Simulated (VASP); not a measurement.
Here is a VASP 6.6.1 calculation.

The input POSCAR:

```
LiTlF3
1.0
    3.8888114336      0.0000000000      0.0000000000
    0.0000000000      3.8888114336      0.0000000000
    0.0000000000      0.0000000000      3.8888114336
Li Tl F
1 1 3
Direct
    0.0000000000      0.0000000000      0.0000000000
    0.5000000000      0.5000000000      0.5000000000
    0.5000000000      0.0000000000      0.0000000000
    0.0000000000      0.5000000000      0.0000000000
    0.0000000000      0.0000000000      0.5000000000
```

File INCAR.step1:

```
PREC = Accurate
ENCUT = 520
ISMEAR = 0
SIGMA = 0.1
LREAL = F
LASPH = T
NELM = 100
NBANDS = 26
GGA = PE
ALGO = Normal
EDIFF = 1E-4
LWAVE = T
LCHARG = F
```

The input INCAR.step2:

```
PREC = Accurate
ENCUT = 520
EDIFF = 1E-6
ISMEAR = 0
SIGMA = 0.1
LREAL = F
LASPH = T
NELM = 100
ALGO = Normal
ISIF = 2
LWAVE = F
LCHARG = T
METAGGA = R2SCAN
LMIXTAU = T
LELF = T
LVHAR = T
NBANDS = 26
ISTART = 1
```

File KPOINTS:

```
regular mesh
0
Gamma
  10 10 10
```

Potentials or basis: VASP PAW PBE potentials, release 64 (Li_sv, Tl_d, F).

Launch:

```console
$ cat potpaw_PBE.64/Li_sv/POTCAR potpaw_PBE.64/Tl_d/POTCAR potpaw_PBE.64/F/POTCAR > POTCAR
$ cp INCAR.step1 INCAR
$ mpirun -np 1 vasp_std > vasp.out
$ cp INCAR.step2 INCAR
$ mpirun -np 1 vasp_std > vasp.out
```

**Question.** Estimate the band gap on the k mesh.

**Answer.** Zero (an odd number of electrons rules out a gap without spin polarisation).

Caveat: spin-orbit coupling is left out, which moves the levels of the heavy elements; an odd number of electrons without spin polarisation forces a metal; a magnetic or distorted state may lie lower.
